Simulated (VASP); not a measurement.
# RbBr (P4/mmm) in VASP: a series of runs

RbBr is run at these levels: r2SCAN; tasks: single point.

Program: VASP 6.6.1. These are calculated values, not measurements. Logs are shortened: lines on timing, memory, paths and dates and some standing lists are left out, and cuts for length are marked.

### 1 The cell of the first run

Symmetry: P4/mmm, No. 123, tetragonal system. Conventional cell: a = 4.160 Å, b = 4.160 Å, c = 3.940 Å, α = 90.00°, β = 90.00°, γ = 90.00°. Rb (site symmetry 4/mmm) has 8 Br at 3.54 Å and 6 Rb at 3.94 to 4.16 Å within 4.7 Å. Within 4.7 Å of Br (site symmetry 4/mmm) lie 8 Rb at 3.54 Å and 6 Br at 3.94 to 4.16 Å.

### 2 Single point, r2SCAN

Input file POSCAR:

```
RbBr
1.0
    3.9404038215      0.0000000000      0.0000000000
    0.0000000000      4.1596381553      0.0000000000
    0.0000000000      0.0000000000      4.1596381553
Rb Br
1 1
Direct
    0.0000000000      0.0000000000      0.0000000000
    0.5000000000      0.5000000000      0.5000000000
```

Input file INCAR.step1:

```
PREC = Accurate ; ENCUT = 520
ISMEAR = 0 ; SIGMA = 0.02
LREAL = F ; LASPH = T
NELM = 100 ; NBANDS = 15
GGA = PE ; ALGO = Normal
EDIFF = 1E-4 ; LWAVE = T
LCHARG = F
```

Input file INCAR.step2:

```
PREC = Accurate ; ENCUT = 520
EDIFF = 1E-6 ; ISMEAR = 0
SIGMA = 0.02 ; LREAL = F
LASPH = T ; NELM = 100
ALGO = Normal ; ISIF = 2
LWAVE = F ; LCHARG = F
METAGGA = R2SCAN ; LMIXTAU = T
NBANDS = 15 ; ISTART = 1
```

Input file KPOINTS:

```
regular mesh
0
Gamma
  6 6 6
```

Potentials or basis: VASP PAW PBE potentials, release 64 (Rb_sv, Br).

Command:

```sh
$ cat potpaw_PBE.64/Rb_sv/POTCAR potpaw_PBE.64/Br/POTCAR > POTCAR
$ cp INCAR.step1 INCAR
$ mpirun -np 1 vasp_std > vasp.out
$ cp INCAR.step2 INCAR
$ mpirun -np 1 vasp_std > vasp.out
```

OUTCAR:

```text
PREC = Accurate
   ENCUT = 520
   EDIFF = 1E-6
   ISMEAR = 0
   LREAL = F
   LASPH = T
   NELM = 100
   ISIF = 2
   METAGGA = R2SCAN
   ISTART = 1

 ion  position               nearest neighbor table
   1  0.000  0.000  0.000-   2 3.54   2 3.54   2 3.54   2 3.54   2 3.54   2 3.54   2 3.54   2 3.54

   2  0.500  0.500  0.500-   1 3.54   1 3.54   1 3.54   1 3.54   1 3.54   1 3.54   1 3.54   1 3.54

  LATTYP: Found a simple tetragonal cell.
 ALAT       =     4.1596381553
 C/A-ratio  =     0.9472948546

  Lattice vectors:

 A1 = (   0.0000000000,   4.1596381553,   0.0000000000)
 A2 = (   0.0000000000,   0.0000000000,   4.1596381553)
 A3 = (   3.9404038215,   0.0000000000,   0.0000000000)

Analysis of symmetry for initial positions (statically):
=====================================================================
 Subroutine PRICEL returns:
 Original cell was already a primitive cell.

 Routine SETGRP: Setting up the symmetry group for a
 simple tetragonal supercell.

 Subroutine GETGRP returns: Found 16 space group operations
 (whereof 16 operations were pure point group operations)
 out of a pool of 16 trial point group operations.

The static configuration has the point symmetry D_4h.

Analysis of symmetry for dynamics (positions and initial velocities):
=====================================================================
 Subroutine PRICEL returns:
 Original cell was already a primitive cell.

 Routine SETGRP: Setting up the symmetry group for a
 simple tetragonal supercell.

 Subroutine GETGRP returns: Found 16 space group operations
 (whereof 16 operations were pure point group operations)
 out of a pool of 16 trial point group operations.

The dynamic configuration has the point symmetry D_4h.

 Subroutine INISYM returns: Found 16 space group operations
 (whereof 16 operations are pure point group operations),
 and found     1 'primitive' translations

----------------------------------------------------------------------------------------

                                     Primitive cell

  volume of cell :      68.1792

  direct lattice vectors                    reciprocal lattice vectors
     3.940403821  0.000000000  0.000000000     0.253781096  0.000000000  0.000000000
     0.000000000  4.159638155  0.000000000     0.000000000  0.240405526  0.000000000
     0.000000000  0.000000000  4.159638155     0.000000000  0.000000000  0.240405526

  length of vectors
[... 92 lines left out ...]
   PSTRESS=    0.0 pullay stress
   NELECT =      16.0000    total number of electrons
   NUPDOWN=      -1.0000    fix difference up-down
   EMIN   =  10.00;   EMAX   =-10.00  energy-range for DOS
   EFERMI =   0.00;   METHOD = LEGACY
   ISMEAR =     0;   SIGMA  =   0.02  broadening in eV -4-tet -1-fermi 0-gaus
   EFERMI_NEDOS =   21; number of points for ismear=-14 and -15
   IALGO  =     38    algorithm
   IMIX   =      4    mixing-type and parameters
     AMIX     =   0.40;   BMIX     =  1.00
     AMIX_MAG =   1.60;   BMIX_MAG =  1.00
  volume/ion in A,a.u.               =      34.09       230.05
  Fermi-wavevector in a.u.,A,eV,Ry     =   1.009790  1.908226 13.873520  1.019675
  Thomas-Fermi vector in A             =   2.142739
   LORBIT       =      0    0 simple, 1 ext, 2 COOP (PROOUT), +10 PAW based schemes
   METAGGA = R2SCAN    functional components
   LHFCALC =     F    Hartree Fock is set to
   AEXX    =    0.0000 exact exchange contribution
   IVDW    =     0    specifies the selected vdW correction
   LEPSILON=     F    determine dielectric tensor
   LRPA    =     F    only Hartree local field effects (RPA)
 non-spin polarized calculation
 Gauss-broadening in eV      SIGMA  =   0.02
  energy-cutoff  :      520.00
  volume of cell :       68.18
 maximum number of plane-waves:      1848
 NGX is ok and might be reduce to    30
   NGX = 15   NGY = 15   NGZ = 15

 number of electron      16.0000001 magnetization

 Free energy of the ion-electron system (eV)
  ---------------------------------------------------
  ext. energy  EPLUGINS =         0.00000000
  ---------------------------------------------------
  free energy    TOTEN  =       -31.09282454 eV

  energy without entropy =      -31.09282454  energy(sigma->0) =      -31.09282454

 E-fermi :  -0.5429     XC(G=0):  -8.4629

 val. band max:       -0.7110123359   @ k =   0.0000   0.5000   0.5000
 cond. band min:       4.0167905942   @ k =   0.0000   0.0000   0.0000
 fundamental gap:      4.7278029301
 Fermi energy:        -0.5428801378

 k-point     1 :       0.0000    0.0000    0.0000
  band No.  band energies     occupation
      1     -26.7657      2.00000
      2     -14.0058      2.00000
      3     -10.2109      2.00000
      4     -10.2109      2.00000
      5     -10.1581      2.00000
      6      -1.1458      2.00000
      7      -1.1458      2.00000
      8      -0.8433      2.00000
      9       4.0168      0.00000
     10       5.0567      0.00000
     11       5.3276      0.00000
     12       9.5693      0.00000
     13      10.0767      0.00000
     14      10.0767      0.00000
[... 401 lines left out ...]
      2     -13.7859      2.00000
      3     -10.5621      2.00000
      4     -10.3788      2.00000
      5     -10.1930      2.00000
      6      -2.2497      2.00000
      7      -1.8516      2.00000
      8      -1.3458      2.00000
      9       5.9456      0.00000
     10       6.7295      0.00000
     11       7.6282      0.00000
     12       8.0312      0.00000
     13       9.6035      0.00000
     14       9.9048      0.00000
     15      12.1678      0.00000

 [... further k-points ...]

------------------------ aborting loop because EDIFF is reached ----------------------------------------

  FORCE on cell =-STRESS in cart. coord.  units (eV):
  Direction    XX          YY          ZZ          XY          YZ          ZX
  --------------------------------------------------------------------------------------
  -------------------------------------------------------------------------------------
  Total        0.7591921      0.0120200      0.0120200      0.0000000      0.0000000      0.0000000
  in kB       17.8406389      0.2824645      0.2824645      0.0000000      0.0000000      0.0000000
  external PRESSURE =       6.1351893 kB  Pullay stress =       0.0000000 kB

 VOLUME and BASIS-vectors are now :
 -----------------------------------------------------------------------------
  energy-cutoff  :      520.00
  volume of cell :       68.18
      direct lattice vectors                 reciprocal lattice vectors
     3.940403821  0.000000000  0.000000000     0.253781096  0.000000000  0.000000000
     0.000000000  4.159638155  0.000000000     0.000000000  0.240405526  0.000000000
     0.000000000  0.000000000  4.159638155     0.000000000  0.000000000  0.240405526

 POSITION                                       TOTAL-FORCE (eV/Angst)
 -----------------------------------------------------------------------------------
      0.00000      0.00000      0.00000         0.000000      0.000000      0.000000
      1.97020      2.07982      2.07982         0.000000      0.000000      0.000000
 -----------------------------------------------------------------------------------
    total drift:                                0.000000     -0.000000     -0.000000

  FREE ENERGIE OF THE ION-ELECTRON SYSTEM (eV)
  ---------------------------------------------------
  free  energy   TOTEN  =       -31.0928245390 eV

  energy  without entropy=      -31.0928245390  energy(sigma->0) =      -31.09282454
```

Run time: 52 s. Hardware: 1 thread of Intel Xeon 6975P-C (Granite Rapids), shared host; peak memory 0.2 GiB.

What came out:

- Free energy: -31.0928 eV
- Pressure: 0.6 GPa
- Band gap on the k mesh: 4.73 eV (least direct gap 4.86 eV)

Levels at points of the mesh, in eV from the valence-band top:
| k point | band 5 | band 6 | band 7 | band 8 | band 9 | band 10 | band 11 | band 12 |
| --- | --- | --- | --- | --- | --- | --- | --- | --- |
| (0.00, 0.00, 0.00) | -9.45 | -0.43 | -0.43 | -0.13 | 4.73 | 5.77 | 6.04 | 10.28 |
| (0.50, 0.00, 0.00) | -9.43 | -1.99 | -0.49 | -0.49 | 7.36 | 7.83 | 8.54 | 9.11 |
| (0.00, 0.50, 0.00) | -9.41 | -1.96 | -0.56 | -0.20 | 7.19 | 7.72 | 8.26 | 9.27 |
| (0.50, 0.50, 0.00) | -9.40 | -1.36 | -1.22 | -0.26 | 5.79 | 6.59 | 8.22 | 8.41 |
| (0.00, 0.50, 0.50) | -9.38 | -1.28 | -1.28 | 0.00 | 5.68 | 7.06 | 8.88 | 8.88 |
| (0.50, 0.50, 0.50) | -9.68 | -1.66 | -1.56 | -1.56 | 8.70 | 8.70 | 9.00 | 9.90 |

Caveat: the PAW data sets were made with another functional, which shifts forces and pressure a little. A k mesh can miss the band edges.

### 3 Single point, r2SCAN (uniaxial strain along a: -3.0 %, then relaxed in part)

Input file POSCAR:

```
RbBr
1.0
    4.0022949810      0.0000000000      0.0000000000
    0.0000000000      4.1487637851      0.0000000000
    0.0000000000      0.0000000000      4.1487637851
Rb Br
1 1
Direct
    0.0000000000      0.0000000000      0.0000000000
    0.5000000000      0.5000000000      0.5000000000
```

Input file INCAR.step1:

```
ALGO = Normal
EDIFF = 1E-4
ENCUT = 520
GGA = PE
ISMEAR = 0
LASPH = True
LCHARG = False
LREAL = False
LWAVE = True
NBANDS = 15
NELM = 60
PREC = Accurate
SIGMA = 0.02
```

Input file INCAR.step2:

```
ALGO = Normal
EDIFF = 1E-6
ENCUT = 520
ISIF = 2
ISMEAR = 0
ISTART = 1
LASPH = True
LCHARG = False
LMIXTAU = True
LREAL = False
LWAVE = False
METAGGA = R2SCAN
NBANDS = 15
NELM = 60
PREC = Accurate
SIGMA = 0.02
```

Input file KPOINTS:

```
k-points
0
Gamma
  6 6 6
```

Potentials or basis: VASP PAW PBE potentials, release 64 (Rb_sv, Br).

Command:

```sh
$ cat potpaw_PBE.64/Rb_sv/POTCAR potpaw_PBE.64/Br/POTCAR > POTCAR
$ cp INCAR.step1 INCAR
$ mpirun -np 1 vasp_std > vasp.out
$ cp INCAR.step2 INCAR
$ mpirun -np 1 vasp_std > vasp.out
```

It took 54 s on 1 thread of Intel Xeon 6975P-C (Granite Rapids), shared host; peak memory 0.2 GiB.

Results (log left out):

```yaml
Free_energy: -31.1026 eV
Pressure: 0.4 GPa
Band_gap_on_the_k_mesh: 4.77 eV (least direct gap 4.91 eV)
```

Stress tensor (GPa, compression positive):
```
1.17 0.00 0.00
0.00 0.03 0.00
0.00 0.00 0.03
```

Levels at points of the mesh, in eV from the valence-band top:
```
           k point  band 4  band 5  band 6  band 7  band 8  band 9  band 10  band 11  band 12  band 13
(0.00, 0.00, 0.00)   -9.43   -9.40   -0.33   -0.33   -0.14    4.77     5.89     6.06    10.44    10.77
(0.50, 0.00, 0.00)   -9.37   -9.37   -1.89   -0.39   -0.39    7.40     7.83     8.50     9.20    10.41
(0.00, 0.50, 0.00)   -9.38   -9.36   -1.87   -0.44   -0.21    7.29     7.76     8.29     9.29    10.68
(0.50, 0.50, 0.00)   -9.71   -9.34   -1.25   -1.16   -0.17    5.84     6.71     8.38     8.51    11.65
(0.00, 0.50, 0.50)   -9.73   -9.33   -1.20   -1.20    0.00    5.77     7.01     8.81     8.81    11.57
(0.50, 0.50, 0.50)   -9.63   -9.63   -1.55   -1.48   -1.48    8.77     8.77     8.96    10.00    10.00
```

Caveat: the cell differs from its parent crystal (uniaxial strain along a: -3.0 %, then relaxed in part); the PAW data sets were made with another functional, which shifts forces and pressure a little. A k mesh can miss the band edges.

(Continued in part 2 of 2.)
